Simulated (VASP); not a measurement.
# HfCl2 (R-3m) in VASP: a series of runs

Runs on HfCl2. Level: PBE+D3(BJ). Tasks: single point, relaxation of cell and atoms.

All numbers are computed with VASP 6.6.1; they aren't measurements. Logs are shortened: lines on timing, memory, paths and dates and some standing lists are left out, and cuts for length are marked.

### 1 The cell of the first run

Symmetry: R-3m, No. 166, trigonal system. The conventional cell has a = 3.241 Å, b = 3.241 Å, c = 19.921 Å, α = 90.00°, β = 90.00°, γ = 120.00°. Hf (site symmetry -3m) has 6 Cl at 2.61 Å and 6 Hf at 3.24 Å within 3.4 Å. Within 3.4 Å of Cl (site symmetry 3m) lie 3 Hf at 2.61 Å and 6 Cl at 3.24 Å.

### 2 Single point, PBE+D3(BJ)

Contents of INCAR:

```
ALGO = Normal ; EDIFF = 1E-6
ENCUT = 520 ; GGA = PE
ISIF = 2 ; ISMEAR = 0
IVDW = 12 ; LASPH = True
LCHARG = True ; LELF = True
LREAL = False ; LVHAR = True
LWAVE = False ; NBANDS = 19
NELM = 80 ; PREC = Accurate
SIGMA = 0.1
```

Contents of KPOINTS:

```
k-points
0
Gamma
  6 6 6
```

Contents of POSCAR:

```
HfCl2
1.0
    1.6205174269      0.9356061707      6.6402754202
   -1.6205174269      0.9356061707      6.6402754202
    0.0000000000     -1.8712123472      6.6402754194
Hf Cl
1 2
Direct
    0.5000000000      0.5000000000      0.5000000000
    0.7422270157      0.7422270157      0.7422270157
    0.2577729843      0.2577729843      0.2577729843
```

Potentials or basis: VASP PAW PBE potentials, release 64 (Hf_pv, Cl).

Command:

```
> cat potpaw_PBE.64/Hf_pv/POTCAR potpaw_PBE.64/Cl/POTCAR > POTCAR
> mpirun -np 1 vasp_std > vasp.out
```

OUTCAR:

```text
EDIFF = 1E-6
   ENCUT = 520
   GGA = PE
   ISIF = 2
   ISMEAR = 0
   IVDW = 12
   LASPH = True
   LREAL = False
   NELM = 80
   PREC = Accurate
 IVDW          = 12

 ion  position               nearest neighbor table
   1  0.500  0.500  0.500-   3 2.61   2 2.61   3 2.61   3 2.61   2 2.61   2 2.61
   2  0.742  0.742  0.742-   1 2.61   1 2.61   1 2.61
   3  0.258  0.258  0.258-   1 2.61   1 2.61   1 2.61

  LATTYP: Found a trigonal (rhomboedric) cell.
 ALAT       =     6.8988907292
 COS(alpha) =     0.8896483390

  Lattice vectors:

 A1 = (   1.6205174269,   0.9356061707,   6.6402754202)
 A2 = (  -1.6205174269,   0.9356061707,   6.6402754202)
 A3 = (   0.0000000000,  -1.8712123472,   6.6402754194)

Analysis of symmetry for initial positions (statically):
=====================================================================
 Subroutine PRICEL returns:
 Original cell was already a primitive cell.

 Routine SETGRP: Setting up the symmetry group for a
 trigonal (rhombohedral) supercell.

 Subroutine GETGRP returns: Found 12 space group operations
 (whereof 12 operations were pure point group operations)
 out of a pool of 12 trial point group operations.

The static configuration has the point symmetry D_3d.

Analysis of symmetry for dynamics (positions and initial velocities):
=====================================================================
 Subroutine PRICEL returns:
 Original cell was already a primitive cell.

 Routine SETGRP: Setting up the symmetry group for a
 trigonal (rhombohedral) supercell.

 Subroutine GETGRP returns: Found 12 space group operations
 (whereof 12 operations were pure point group operations)
 out of a pool of 12 trial point group operations.

The dynamic configuration has the point symmetry D_3d.

 Subroutine INISYM returns: Found 12 space group operations
 (whereof 12 operations are pure point group operations),
 and found     1 'primitive' translations

----------------------------------------------------------------------------------------

                                     Primitive cell

  volume of cell :      60.4066

  direct lattice vectors                    reciprocal lattice vectors
     1.620517427  0.935606171  6.640275420     0.308543427  0.178137630  0.050198721
    -1.620517427  0.935606171  6.640275420    -0.308543427  0.178137630  0.050198721
     0.000000000 -1.871212347  6.640275419     0.000000000 -0.356275261  0.050198721

  length of vectors
     6.898890729  6.898890729  6.898890729     0.359794348  0.359794348  0.359794348

  position of ions in fractional coordinates (direct lattice)
     0.500000000  0.500000000  0.500000000
     0.742227016  0.742227016  0.742227016
     0.257772984  0.257772984  0.257772984

  ion indices of the primitive-cell ions
   primitive index   ion index
                 1           1
                 2           2
                 3           3

----------------------------------------------------------------------------------------

 KPOINTS: k-points

Automatic generation of k-mesh.
 Grid dimensions read from file:
 generate k-points for:    6    6    6

 Generating k-lattice:

  Cartesian coordinates                     Fractional coordinates (reciprocal lattice)
     0.051423904  0.029689605  0.008366454     0.166666667  0.000000000 -0.000000000
    -0.051423904  0.029689605  0.008366454     0.000000000  0.166666667 -0.000000000
     0.000000000 -0.059379210  0.008366453     0.000000000  0.000000000  0.166666667

  Length of vectors
     0.059965725  0.059965725  0.059965725

  Shift w.r.t. Gamma in fractional coordinates (k-lattice)
     0.000000000  0.000000000  0.000000000

 Subroutine IBZKPT returns following result:
 ===========================================

 Found     32 irreducible k-points:

 Following reciprocal coordinates:
            Coordinates               Weight
  0.000000  0.000000  0.000000      1.000000
  0.166667 -0.000000  0.000000      6.000000
  0.333333  0.000000 -0.000000      6.000000
  0.500000  0.000000  0.000000      3.000000
  0.166667  0.166667  0.000000      6.000000
  0.333333  0.166667  0.000000     12.000000
[... 16 lines left out ...]
  0.500000  0.500000  0.166667      6.000000
 -0.333333  0.500000  0.166667     12.000000
 [... further k-points ...]
   k-points           NKPTS =     32   k-points in BZ     NKDIM =     32   number of bands    NBANDS=     19
   number of dos      NEDOS =    301   number of ions     NIONS =      3
   total plane-waves  NPLWV = 157464
   dimension x,y,z NGX =    54 NGY =   54 NGZ =   54
   dimension x,y,z NGXF=   108 NGYF=  108 NGZF=  108
   ions per type =               1   2
   NGX,Y,Z   is equivalent  to a cutoff of  13.01, 13.01, 13.01 a.u.
   NGXF,Y,Z  is equivalent  to a cutoff of  26.03, 26.03, 26.03 a.u.
 SYSTEM =  unknown system
   PREC   = accura    normal or accurate (medium, high low for compatibility)
   ISTART =      0    job   : 0-new  1-cont  2-samecut
   ICHARG =      2    charge: 1-file 2-atom 10-const
   ISPIN  =      1    spin polarized calculation?
   LNONCOLLINEAR =      F non collinear calculations
   LSORBIT =      F    spin-orbit coupling
   LASPH  =      T    aspherical Exc in radial PAW
   ENCUT  =  520.0 eV  38.22 Ry    6.18 a.u.  12.83 12.83 12.83*2*pi/ulx,y,z
   NELM   =     80;   NELMIN=  2; NELMDL= -5     # of ELM steps
   EDIFF  = 0.1E-05   stopping-criterion for ELM
   LREAL  =      F    real-space projection
   EDIFFG = 0.1E-04   stopping-criterion for IOM
   NSW    =      0    number of steps for IOM
   IBRION =     -1    ionic relax: 0-MD 1-quasi-New 2-CG
   NFREE  =      0    steps in history (QN), initial steepest desc. (CG)
   ISIF   =      2    stress and relaxation
   ISYM   =      2    0-nonsym 1-usesym 2-fastsym
   POTIM  = 0.5000    time-step for ionic-motion
   TEBEG  =    0.0;   TEEND  =   0.0 temperature during run
   PSTRESS=    0.0 pullay stress
   NELECT =      24.0000    total number of electrons
   NUPDOWN=      -1.0000    fix difference up-down
   EMIN   =  10.00;   EMAX   =-10.00  energy-range for DOS
   EFERMI =   0.00;   METHOD = LEGACY
   ISMEAR =     0;   SIGMA  =   0.10  broadening in eV -4-tet -1-fermi 0-gaus
   EFERMI_NEDOS =   21; number of points for ismear=-14 and -15
   IALGO  =     38    algorithm
   IMIX   =      4    mixing-type and parameters
     AMIX     =   0.40;   BMIX     =  1.00
     AMIX_MAG =   1.60;   BMIX_MAG =  1.00
  volume/ion in A,a.u.               =      20.14       135.88
  Fermi-wavevector in a.u.,A,eV,Ry     =   1.203512  2.274308 19.707248  1.448442
  Thomas-Fermi vector in A             =   2.339264
   LORBIT       =      0    0 simple, 1 ext, 2 COOP (PROOUT), +10 PAW based schemes
   GGA     = PE    functional components
   LHFCALC =     F    Hartree Fock is set to
   AEXX    =    0.0000 exact exchange contribution
   IVDW    =    12    specifies the selected vdW correction
   LEPSILON=     F    determine dielectric tensor
   LRPA    =     F    only Hartree local field effects (RPA)
 non-spin polarized calculation
 Gauss-broadening in eV      SIGMA  =   0.10
  energy-cutoff  :      520.00
  volume of cell :       60.41
 maximum number of plane-waves:      1648
 NGX is ok and might be reduce to    54
   NGX = 25   NGY = 25   NGZ = 25

 number of electron      24.0000002 magnetization

 Free energy of the ion-electron system (eV)
  ---------------------------------------------------
  ext. energy  EPLUGINS =         0.00000000
  ---------------------------------------------------
  free energy    TOTEN  =       -17.75292694 eV

  energy without entropy =      -17.74670860  energy(sigma->0) =      -17.74981777

 E-fermi :   5.6415     XC(G=0): -10.1668

 val. band max:        5.5595298681   @ k =  -0.3333   0.5000   0.3333
 cond. band min:       5.6546006934   @ k =   0.5000   0.3333   0.1667
 fundamental gap:      0.0950708253
 Fermi energy:         5.6415154043

 k-point     1 :       0.0000    0.0000    0.0000
  band No.  band energies     occupation
      1     -25.8626      2.00000
      2     -25.4856      2.00000
      3     -25.4856      2.00000
      4     -12.4075      2.00000
      5     -11.6230      2.00000
      6      -2.4501      2.00000
[... 11 lines left out ...]
     18      10.7332      0.00000
     19      14.5979      0.00000

 k-point     2 :       0.1667   -0.0000    0.0000
  band No.  band energies     occupation
      1     -25.8332      2.00000
      2     -25.6257      2.00000
      3     -25.5167      2.00000
      4     -12.1274      2.00000
      5     -11.5278      2.00000
      6      -1.9521      2.00000
[... 11 lines left out ...]
     18      12.1988      0.00000
     19      13.7516      0.00000

 k-point     3 :       0.3333    0.0000   -0.0000
  band No.  band energies     occupation
      1     -25.8955      2.00000
      2     -25.7730      2.00000
      3     -25.5784      2.00000
      4     -11.5700      2.00000
      5     -11.2544      2.00000
      6      -1.2513      2.00000
[... 11 lines left out ...]
     18      11.7642      0.00000
     19      13.4061      0.00000

 k-point     4 :       0.5000    0.0000    0.0000
  band No.  band energies     occupation
      1     -26.0248      2.00000
      2     -25.7432      2.00000
      3     -25.6089      2.00000
      4     -11.3687      2.00000
      5     -10.9837      2.00000
      6      -2.0856      2.00000
[... 407 lines left out ...]
     18      12.0739      0.00000
     19      13.1948      0.00000

 k-point    23 :       0.5000    0.5000    0.1667
  band No.  band energies     occupation
      1     -25.8955      2.00000
      2     -25.7731      2.00000
      3     -25.5784      2.00000
      4     -11.4529      2.00000
      5     -11.3767      2.00000
      6      -1.4573      2.00000
[... 11 lines left out ...]
     18      12.1645      0.00000
     19      13.7162      0.00000

 k-point    24 :      -0.3333    0.5000    0.1667
  band No.  band energies     occupation
      1     -25.9565      2.00000
      2     -25.7439      2.00000
      3     -25.6814      2.00000
      4     -11.2674      2.00000
      5     -11.0950      2.00000
      6      -1.7451      2.00000
[... 11 lines left out ...]
     18      12.2552      0.00000
     19      13.1734      0.00000

 [... further k-points ...]

------------------------ aborting loop because EDIFF is reached ----------------------------------------

 Edisp (eV)   -0.92778

 E8    (eV) :    -0.3920

  FORCE on cell =-STRESS in cart. coord.  units (eV):
  Direction    XX          YY          ZZ          XY          YZ          ZX
  --------------------------------------------------------------------------------------
  -------------------------------------------------------------------------------------
  Total      -0.23199    -0.23199    -0.14365     0.00000    -0.00000    -0.00000
  in kB      -6.15301    -6.15301    -3.80994     0.00000    -0.00000    -0.00000
  external pressure =       -5.37 kB  Pullay stress =        0.00 kB

 VOLUME and BASIS-vectors are now :
 -----------------------------------------------------------------------------
  energy-cutoff  :      520.00
  volume of cell :       60.41
      direct lattice vectors                 reciprocal lattice vectors
     1.620517427  0.935606171  6.640275420     0.308543427  0.178137630  0.050198721
    -1.620517427  0.935606171  6.640275420    -0.308543427  0.178137630  0.050198721
     0.000000000 -1.871212347  6.640275419     0.000000000 -0.356275261  0.050198721

 POSITION                                       TOTAL-FORCE (eV/Angst)
 -----------------------------------------------------------------------------------
      0.00000     -0.00000      9.96041         0.000000     -0.000000      0.000000
      0.00000     -0.00000     14.78578         0.000000     -0.000000      0.073935
      0.00000     -0.00000      5.13505         0.000000      0.000000     -0.073935
 -----------------------------------------------------------------------------------
    total drift:                               -0.000000      0.000000     -0.000000

  FREE ENERGIE OF THE ION-ELECTRON SYSTEM (eV)
  ---------------------------------------------------
  free  energy   TOTEN  =       -18.6807062345 eV

  energy  without entropy=      -18.6744878887  energy(sigma->0) =      -18.67759706
```

Wall time 61 s (1 thread of Intel Xeon 6975P-C (Granite Rapids), shared host); peak memory 0.36 GiB.

Results:

```yaml
Free_energy: -18.6807 eV
Pressure: -0.5 GPa
Largest_force: 0.074 eV/Å
Band_gap_on_the_k_mesh: zero (band 12 reaches 6.35 eV, above the bottom of band 13 at 5.56 eV)
Dispersion_energy_per_atom: -0.309 eV
```

Forces on the atoms (eV/Å):
```
Hf   0.000  0.000  0.000
Cl   0.000  0.000  0.074
Cl   0.000  0.000 -0.074
```

Levels at points of the mesh, in eV from the Fermi level:
| k point | band 10 | band 11 | band 12 | band 13 | band 14 | band 15 |
| --- | --- | --- | --- | --- | --- | --- |
| (0.00, 0.00, 0.00) | -3.28 | -3.28 | -1.51 | 1.13 | 1.13 | 2.88 |
| (0.50, 0.00, 0.00) | -4.92 | -4.05 | -1.63 | 3.29 | 3.51 | 3.84 |
| (0.50, 0.50, 0.00) | -4.78 | -4.24 | -1.88 | 2.78 | 3.33 | 3.76 |
| (0.50, 0.50, 0.50) | -3.37 | -3.37 | -0.78 | 1.18 | 1.18 | 3.10 |

Caveat: the k points lie up to 0.38 Å⁻¹ apart; spin-orbit coupling is left out, which moves the levels of the heavy elements; pairwise dispersion overbinds metals, which lowers pressure and volume.

[end of part 1 of 2]
